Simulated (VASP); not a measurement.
Wanted: the native input for a VASP 6.6.1 run.

```
Task                   : single point
Functional             : r2SCAN
Potentials or basis    : VASP PAW PBE potentials, release 64 (K_sv, Br)
Cutoff                 : 520 eV
k mesh                 : 6 × 6 × 6
Occupations            : gaussian, width 0.05 eV
Spin                   : no spin polarisation
Dipole correction      : no
Further INCAR settings : ALGO = Normal; EDIFF = 1e-06; NBANDS = 15
```

KBr:

```
K Br
1.0
     0.00000    3.21019    3.45713
     3.21019    0.00000    3.45713
     3.21019    3.21019    0.00000
K Br
1 1
Direct
  0.00000 0.00000 0.00000
  0.50000 0.50000 0.50000
```

This cell differs from its parent crystal: strain -0.025 along x and y, +0.050 along z.

One way to write it, as run:

POSCAR

```
KBr
1.0
    0.0000000000      3.2101875000      3.4571250000
    3.2101875000      0.0000000000      3.4571250000
    3.2101875000      3.2101875000      0.0000000000
K Br
1 1
Direct
    0.0000000000      0.0000000000      0.0000000000
    0.5000000000      0.5000000000      0.5000000000
```

INCAR.step1

```
PREC = Accurate ; ENCUT = 520
ISMEAR = 0 ; SIGMA = 0.05
LREAL = F ; LASPH = T
NELM = 80 ; NBANDS = 15
GGA = PE ; ALGO = Normal
EDIFF = 1E-4 ; LWAVE = T
LCHARG = F
```

INCAR.step2

```
PREC = Accurate ; ENCUT = 520
EDIFF = 1E-6 ; ISMEAR = 0
SIGMA = 0.05 ; LREAL = F
LASPH = T ; NELM = 80
ALGO = Normal ; ISIF = 2
LWAVE = F ; LCHARG = F
METAGGA = R2SCAN ; LMIXTAU = T
NBANDS = 15 ; ISTART = 1
```

KPOINTS

```
Automatic mesh
0
Gamma
  6 6 6
```

Potentials or basis: VASP PAW PBE potentials, release 64 (K_sv, Br).

Command:

```console
$ cat potpaw_PBE.64/K_sv/POTCAR potpaw_PBE.64/Br/POTCAR > POTCAR
$ cp INCAR.step1 INCAR
$ mpirun -np 1 vasp_std > vasp.out
$ cp INCAR.step2 INCAR
$ mpirun -np 1 vasp_std > vasp.out
```

Results of the run:

The pressure is 0.5 GPa and the band gap on the k mesh is 5.07 eV, direct.

Caveat: the cell differs from its parent crystal (strain -0.025 along x and y, +0.050 along z); the PAW data sets were made with another functional, which shifts forces and pressure a little.

It took 60 s on 1 thread of Intel(R) Xeon(R) 6975P-C (Granite Rapids) (shared host), peak memory 0.22 GiB.
